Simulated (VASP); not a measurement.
# NiBTe3 (Pm-3m) in VASP: notebook

NiBTe3 is run at these levels: r2SCAN; tasks: single point, relaxation of cell and atoms.

Program: VASP 6.6.1. These are calculated values, not measurements. Logs are shortened: lines on timing, memory, paths and dates and some standing lists are left out, and cuts for length are marked.

**1. The cell of the first run**

The structure is cubic, space group Pm-3m (No. 221). The conventional cell has a = 5.032 Å, b = 5.032 Å, c = 5.032 Å, α = 90.00°, β = 90.00°, γ = 90.00°. Within 3.3 Å of Ni (site symmetry m-3m) lie 6 Te at 2.52 Å. Within 4.7 Å of B (site symmetry m-3m) lie 12 Te at 3.56 Å and 8 Ni at 4.36 Å. Te (site symmetry 4/mmm) has 2 Ni at 2.52 Å within 3.3 Å.

**2. Single point, r2SCAN**

POSCAR reads:

```
NiBTe3
1.0
    5.0318383375      0.0000000000      0.0000000000
    0.0000000000      5.0318383375      0.0000000000
    0.0000000000      0.0000000000      5.0318383375
Ni B Te
1 1 3
Direct
    0.5000000000      0.5000000000      0.5000000000
    0.0000000000      0.0000000000      0.0000000000
    0.0000000000      0.5000000000      0.5000000000
    0.5000000000      0.0000000000      0.5000000000
    0.5000000000      0.5000000000      0.0000000000
```

INCAR.step1 reads:

```
PREC     = Accurate       # precision mode
ENCUT    = 520            # plane-wave cutoff, eV
ISMEAR   = 0              # smearing method
SIGMA    = 0.1            # smearing width, eV
LREAL    = False          # projectors in reciprocal space
LASPH    = True           # aspherical terms in the spheres
NELM     = 60             # most SCF steps
NBANDS   = 24             # bands
GGA      = PE             # functional
ALGO     = Normal         # electronic algorithm
EDIFF    = 1E-4           # SCF threshold, eV
LWAVE    = True           # write WAVECAR
LCHARG   = False          # write CHGCAR
```

INCAR.step2 reads:

```
PREC     = Accurate       # precision mode
ENCUT    = 520            # plane-wave cutoff, eV
EDIFF    = 1E-7           # SCF threshold, eV
ISMEAR   = 0              # smearing method
SIGMA    = 0.1            # smearing width, eV
LREAL    = False          # projectors in reciprocal space
LASPH    = True           # aspherical terms in the spheres
NELM     = 60             # most SCF steps
ALGO     = Normal         # electronic algorithm
ISIF     = 2              # what is computed and relaxed
LWAVE    = False          # write WAVECAR
LCHARG   = False          # write CHGCAR
METAGGA  = R2SCAN         # meta-GGA
LMIXTAU  = True         
NBANDS   = 24             # bands
ISTART   = 1
```

KPOINTS reads:

```
Automatic mesh
0
Gamma
  4 4 4
```

Potentials or basis: VASP PAW PBE potentials, release 64 (Ni, B, Te).

Run with:

```
$ cat potpaw_PBE.64/Ni/POTCAR potpaw_PBE.64/B/POTCAR potpaw_PBE.64/Te/POTCAR > POTCAR
$ cp INCAR.step1 INCAR
$ mpirun -np 1 vasp_std > vasp.out
$ cp INCAR.step2 INCAR
$ mpirun -np 1 vasp_std > vasp.out
```

OUTCAR:

```text
PREC = Accurate
   ENCUT = 520
   EDIFF = 1E-7
   ISMEAR = 0
   LREAL = False
   LASPH = True
   NELM = 60
   ISIF = 2
   METAGGA = R2SCAN
   ISTART = 1

 ion  position               nearest neighbor table
   1  0.500  0.500  0.500-   3 2.52   4 2.52   5 2.52   5 2.52   4 2.52   3 2.52
   2  0.000  0.000  0.000-
   3  0.000  0.500  0.500-   1 2.52   1 2.52   5 3.56   5 3.56   4 3.56   4 3.56   4 3.56   5 3.56
                             5 3.56   4 3.56
   4  0.500  0.000  0.500-   1 2.52   1 2.52   5 3.56   5 3.56   3 3.56   3 3.56   5 3.56   5 3.56
                             3 3.56   3 3.56
   5  0.500  0.500  0.000-   1 2.52   1 2.52   4 3.56   3 3.56   3 3.56   4 3.56   4 3.56   4 3.56
                             3 3.56   3 3.56

  LATTYP: Found a simple cubic cell.
 ALAT       =     5.0318383375

  Lattice vectors:

 A1 = (   5.0318383375,   0.0000000000,   0.0000000000)
 A2 = (   0.0000000000,   5.0318383375,   0.0000000000)
 A3 = (   0.0000000000,   0.0000000000,   5.0318383375)

Analysis of symmetry for initial positions (statically):
=====================================================================
 Subroutine PRICEL returns:
 Original cell was already a primitive cell.

 Routine SETGRP: Setting up the symmetry group for a
 simple cubic supercell.

 Subroutine GETGRP returns: Found 48 space group operations
 (whereof 48 operations were pure point group operations)
 out of a pool of 48 trial point group operations.

The static configuration has the point symmetry O_h .

Analysis of symmetry for dynamics (positions and initial velocities):
=====================================================================
 Subroutine PRICEL returns:
 Original cell was already a primitive cell.

 Routine SETGRP: Setting up the symmetry group for a
 simple cubic supercell.

 Subroutine GETGRP returns: Found 48 space group operations
 (whereof 48 operations were pure point group operations)
 out of a pool of 48 trial point group operations.

The dynamic configuration has the point symmetry O_h .

 Subroutine INISYM returns: Found 48 space group operations
 (whereof 48 operations are pure point group operations),
 and found     1 'primitive' translations

----------------------------------------------------------------------------------------

                                     Primitive cell

  volume of cell :     127.4031

  direct lattice vectors                    reciprocal lattice vectors
     5.031838337  0.000000000  0.000000000     0.198734525  0.000000000  0.000000000
     0.000000000  5.031838337  0.000000000     0.000000000  0.198734525  0.000000000
     0.000000000  0.000000000  5.031838337     0.000000000  0.000000000  0.198734525

  length of vectors
     5.031838337  5.031838337  5.031838337     0.198734525  0.198734525  0.198734525

  position of ions in fractional coordinates (direct lattice)
     0.500000000  0.500000000  0.500000000
     0.000000000  0.000000000  0.000000000
     0.000000000  0.500000000  0.500000000
     0.500000000  0.000000000  0.500000000
     0.500000000  0.500000000  0.000000000

  ion indices of the primitive-cell ions
   primitive index   ion index
                 1           1
                 2           2
                 3           3
                 4           4
                 5           5

----------------------------------------------------------------------------------------

 KPOINTS: Automatic mesh

Automatic generation of k-mesh.
 Grid dimensions read from file:
 generate k-points for:    4    4    4

 Generating k-lattice:

  Cartesian coordinates                     Fractional coordinates (reciprocal lattice)
     0.049683631  0.000000000  0.000000000     0.250000000  0.000000000  0.000000000
     0.000000000  0.049683631  0.000000000     0.000000000  0.250000000  0.000000000
     0.000000000  0.000000000  0.049683631     0.000000000  0.000000000  0.250000000

  Length of vectors
     0.049683631  0.049683631  0.049683631

  Shift w.r.t. Gamma in fractional coordinates (k-lattice)
     0.000000000  0.000000000  0.000000000

 Subroutine IBZKPT returns following result:
 ===========================================

 Found     10 irreducible k-points:

 Following reciprocal coordinates:
            Coordinates               Weight
  0.000000  0.000000  0.000000      1.000000
  0.250000  0.000000  0.000000      6.000000
  0.500000  0.000000  0.000000      3.000000
  0.250000  0.250000  0.000000     12.000000
  0.500000  0.250000  0.000000     12.000000
  0.500000  0.500000  0.000000      3.000000
  0.250000  0.250000  0.250000      8.000000
  0.500000  0.250000  0.250000     12.000000
  0.500000  0.500000  0.250000      6.000000
  0.500000  0.500000  0.500000      1.000000
   k-points           NKPTS =     10   k-points in BZ     NKDIM =     10   number of bands    NBANDS=     24
   number of dos      NEDOS =    301   number of ions     NIONS =      5
   total plane-waves  NPLWV =  64000
   dimension x,y,z NGX =    40 NGY =   40 NGZ =   40
   dimension x,y,z NGXF=    80 NGYF=   80 NGZF=   80
   ions per type =               1   1   3
   NGX,Y,Z   is equivalent  to a cutoff of  13.22, 13.22, 13.22 a.u.
   NGXF,Y,Z  is equivalent  to a cutoff of  26.43, 26.43, 26.43 a.u.
 SYSTEM =  unknown system
   PREC   = accura    normal or accurate (medium, high low for compatibility)
   ISTART =      1    job   : 0-new  1-cont  2-samecut
   ICHARG =      0    charge: 1-file 2-atom 10-const
   ISPIN  =      1    spin polarized calculation?
   LNONCOLLINEAR =      F non collinear calculations
   LSORBIT =      F    spin-orbit coupling
   LASPH  =      T    aspherical Exc in radial PAW
   ENCUT  =  520.0 eV  38.22 Ry    6.18 a.u.   9.36  9.36  9.36*2*pi/ulx,y,z
   NELM   =     60;   NELMIN=  2; NELMDL=  0     # of ELM steps
   EDIFF  = 0.1E-06   stopping-criterion for ELM
   LREAL  =      F    real-space projection
   EDIFFG = 0.1E-05   stopping-criterion for IOM
   NSW    =      0    number of steps for IOM
   IBRION =     -1    ionic relax: 0-MD 1-quasi-New 2-CG
   NFREE  =      0    steps in history (QN), initial steepest desc. (CG)
   ISIF   =      2    stress and relaxation
   ISYM   =      2    0-nonsym 1-usesym 2-fastsym
   POTIM  = 0.5000    time-step for ionic-motion
   TEBEG  =    0.0;   TEEND  =   0.0 temperature during run
   PSTRESS=    0.0 pullay stress
   NELECT =      31.0000    total number of electrons
   NUPDOWN=      -1.0000    fix difference up-down
   EMIN   =  10.00;   EMAX   =-10.00  energy-range for DOS
   EFERMI =   0.00;   METHOD = LEGACY
   ISMEAR =     0;   SIGMA  =   0.10  broadening in eV -4-tet -1-fermi 0-gaus
   EFERMI_NEDOS =   21; number of points for ismear=-14 and -15
   IALGO  =     38    algorithm
   IMIX   =      4    mixing-type and parameters
     AMIX     =   0.40;   BMIX     =  1.00
     AMIX_MAG =   1.60;   BMIX_MAG =  1.00
  volume/ion in A,a.u.               =      25.48       171.95
  Fermi-wavevector in a.u.,A,eV,Ry     =   1.022042  1.931379 14.212234  1.044570
  Thomas-Fermi vector in A             =   2.155700
   LORBIT       =      0    0 simple, 1 ext, 2 COOP (PROOUT), +10 PAW based schemes
   METAGGA = R2SCAN    functional components
   LHFCALC =     F    Hartree Fock is set to
   AEXX    =    0.0000 exact exchange contribution
   IVDW    =     0    specifies the selected vdW correction
   LEPSILON=     F    determine dielectric tensor
   LRPA    =     F    only Hartree local field effects (RPA)
 non-spin polarized calculation
 Gauss-broadening in eV      SIGMA  =   0.10
  energy-cutoff  :      520.00
  volume of cell :      127.40
 maximum number of plane-waves:      3468
 NGX is ok and might be reduce to    40
   NGX = 19   NGY = 19   NGZ = 19

 number of electron      30.9999997 magnetization

 Free energy of the ion-electron system (eV)
  ---------------------------------------------------
  ext. energy  EPLUGINS =         0.00000000
  ---------------------------------------------------
  free energy    TOTEN  =       -89.67847703 eV

  energy without entropy =      -89.66036789  energy(sigma->0) =      -89.66942246

 E-fermi :   5.3132     XC(G=0):  -9.9937

 val. band max:        5.2543974709   @ k =   0.2500   0.0000   0.0000
 cond. band min:       5.4936444410   @ k =   0.5000   0.2500   0.2500
 fundamental gap:      0.2392469702
 Fermi energy:         5.3131943361

 k-point     1 :       0.0000    0.0000    0.0000
  band No.  band energies     occupation
      1      -8.0567      2.00000
      2      -5.1024      2.00000
      3      -5.1024      2.00000
      4       0.0957      2.00000
      5       0.5301      2.00000
      6       0.5301      2.00000
[... 16 lines left out ...]
     23      11.0034      0.00000
     24      11.0034      0.00000

 k-point     2 :       0.2500    0.0000    0.0000
  band No.  band energies     occupation
      1      -7.7821      2.00000
      2      -5.5833      2.00000
      3      -5.0748      2.00000
      4      -0.3270      2.00000
      5       0.7938      2.00000
      6       0.7938      2.00000
[... 16 lines left out ...]
     23      11.8692      0.00000
     24      11.8998      0.00000

 k-point     3 :       0.5000    0.0000    0.0000
  band No.  band energies     occupation
      1      -7.3216      2.00000
      2      -6.2445      2.00000
      3      -5.0466      2.00000
      4      -0.2502      2.00000
      5       0.9907      2.00000
      6       1.2440      2.00000
[... 16 lines left out ...]
     23      12.1763      0.00000
     24      12.4726      0.00000
[... 136 lines left out ...]
 k-point     9 :       0.5000    0.5000    0.2500
  band No.  band energies     occupation
      1      -6.2019      2.00000
      2      -6.0089      2.00000
      3      -6.0089      2.00000
      4      -1.1734      2.00000
      5      -0.7127      2.00000
      6       1.1818      2.00000
[... 16 lines left out ...]
     23      12.0173      0.00000
     24      13.2054      0.00000

 k-point    10 :       0.5000    0.5000    0.5000
  band No.  band energies     occupation
      1      -5.9391      2.00000
      2      -5.9391      2.00000
      3      -5.9391      2.00000
      4      -2.0076      2.00000
      5      -0.1585      2.00000
      6       0.5501      2.00000
[... 16 lines left out ...]
     23      11.6576      0.00000
     24      11.6576      0.00000

------------------------ aborting loop because EDIFF is reached ----------------------------------------

  FORCE on cell =-STRESS in cart. coord.  units (eV):
  Direction    XX          YY          ZZ          XY          YZ          ZX
  --------------------------------------------------------------------------------------
  -------------------------------------------------------------------------------------
  Total        0.1647649      0.1647649      0.1647649     -0.0000000     -0.0000000     -0.0000000
  in kB        2.0720259      2.0720259      2.0720259     -0.0000000     -0.0000000     -0.0000000
  external PRESSURE =       2.0720259 kB  Pullay stress =       0.0000000 kB

 VOLUME and BASIS-vectors are now :
 -----------------------------------------------------------------------------
  energy-cutoff  :      520.00
  volume of cell :      127.40
      direct lattice vectors                 reciprocal lattice vectors
     5.031838337  0.000000000  0.000000000     0.198734525  0.000000000  0.000000000
     0.000000000  5.031838337  0.000000000     0.000000000  0.198734525  0.000000000
     0.000000000  0.000000000  5.031838337     0.000000000  0.000000000  0.198734525

 POSITION                                       TOTAL-FORCE (eV/Angst)
 -----------------------------------------------------------------------------------
      2.51592      2.51592      2.51592         0.000000      0.000000      0.000000
      0.00000      0.00000      0.00000         0.000000      0.000000      0.000000
      0.00000      2.51592      2.51592         0.000000      0.000000      0.000000
      2.51592      0.00000      2.51592         0.000000      0.000000      0.000000
      2.51592      2.51592      0.00000         0.000000      0.000000      0.000000
 -----------------------------------------------------------------------------------
    total drift:                               -0.000000      0.000000     -0.000000

  FREE ENERGIE OF THE ION-ELECTRON SYSTEM (eV)
  ---------------------------------------------------
  free  energy   TOTEN  =       -89.6784770338 eV

  energy  without entropy=      -89.6603678897  energy(sigma->0) =      -89.66942246
```

Wall time 4.2 min (1 thread of AMD EPYC 7R43 (Zen 3), shared host); peak memory 0.24 GiB.

What came out:

* Free energy: -89.6785 eV
* Pressure: 0.2 GPa

Caveat: the PAW data sets were made with another functional, which shifts forces and pressure a little; spin-orbit coupling is left out, which moves the levels of the heavy elements.

**3. Relaxation of cell and atoms, r2SCAN**

This run uses another cell than the first one, of 21.78 Å³/atom, 0.855 times its volume.

POSCAR: that of step 2 with these lines changed.

```diff
@@ -2,5 +2,5 @@
 1.0
-    5.0318383375      0.0000000000      0.0000000000
-    0.0000000000      5.0318383375      0.0000000000
-    0.0000000000      0.0000000000      5.0318383375
+    4.7754488736      0.0000000000      0.0000000000
+    0.0000000000      4.7754488736      0.0000000000
+    0.0000000000      0.0000000000      4.7754488736
 Ni B Te
```

INCAR.step1 reads:

```
ALGO = Normal
EDIFF = 1E-4
ENCUT = 600
GGA = PE
ISMEAR = 0
LASPH = True
LCHARG = False
LREAL = False
LWAVE = True
NELM = 80
PREC = Accurate
SIGMA = 0.1
```

INCAR.step2 reads:

```
ALGO = Normal
EDIFF = 1E-6
EDIFFG = -0.04
ENCUT = 600
IBRION = 2
ISIF = 3
ISMEAR = 0
ISTART = 1
LASPH = True
LCHARG = False
LMIXTAU = True
LREAL = False
LWAVE = False
METAGGA = R2SCAN
NELM = 80
NSW = 90
PREC = Accurate
SIGMA = 0.1
```

KPOINTS reads:

```
k-points
0
Gamma
  4 4 4
```

Potentials or basis: VASP PAW PBE potentials, release 64 (Ni, B, Te).

Run with:

```
$ cat potpaw_PBE.64/Ni/POTCAR potpaw_PBE.64/B/POTCAR potpaw_PBE.64/Te/POTCAR > POTCAR
$ cp INCAR.step1 INCAR
$ mpirun -np 1 vasp_std > vasp.out
$ cp INCAR.step2 INCAR
$ mpirun -np 1 vasp_std > vasp.out
```

Wall time 12 min (1 thread of AMD EPYC 7R43 (Zen 3), shared host); peak memory 0.25 GiB.

It converged, with:

```yaml
Free_energy: -89.6775 eV
Relaxed_volume: 25.55 Å³/atom
Relaxed_cell: a = 5.036 Å, b = 5.036 Å, c = 5.036 Å, α = 90.00°, β = 90.00°, γ = 90.00°
Space_group_after_relaxing_to_0.05_Å: Pm-3m (No. 221)
Energy_gained_by_relaxing: 127.7 meV/atom
Ionic_steps: 3
Pressure_after_relaxing: 0.1 GPa
```

Step by step:
| step | energy change (eV) | largest force (eV/Å) | pressure (GPa) | volume (Å³) |
| --- | --- | --- | --- | --- |
| 1 | 0.0000 | 0.0000 | 12.54 | 108.90 |
| 2 | -0.5220 | 0.0000 | -3.41 | 138.04 |
| 3 | -0.6384 | 0.0000 | 0.09 | 127.76 |

Final structure:
```
Ni B Te
1.0
     5.03648    0.00000    0.00000
     0.00000    5.03648    0.00000
     0.00000    0.00000    5.03648
Ni B Te
1 1 3
Direct
  0.50000 0.50000 0.50000
  0.00000 0.00000 0.00000
  0.00000 0.50000 0.50000
  0.50000 0.00000 0.50000
  0.50000 0.50000 0.00000
```

Levels at points of the mesh, in eV from the Fermi level:
```tsv
k point	band 12	band 13	band 14	band 15	band 16	band 17	band 18	band 19
(0.00, 0.00, 0.00)	-1.25	-0.52	-0.52	-0.52	-0.11	-0.11	-0.11	2.44
(0.50, 0.00, 0.00)	-1.22	-0.81	-0.74	-0.74	-0.45	0.23	0.23	1.26
(0.50, 0.50, 0.00)	-2.04	-0.85	-0.78	-0.34	-0.34	0.69	1.63	3.26
(0.50, 0.50, 0.50)	-1.29	-1.29	1.70	1.70	1.70	2.70	3.36	3.36
```

Caveat: the volume moved by over 15 % at a fixed basis, so the end points are rough; the PAW data sets were made with another functional, which shifts forces and pressure a little; spin-orbit coupling is left out, which moves the levels of the heavy elements. Spin polarisation is off, so any magnetic state and its effect on volume and gap are missing.
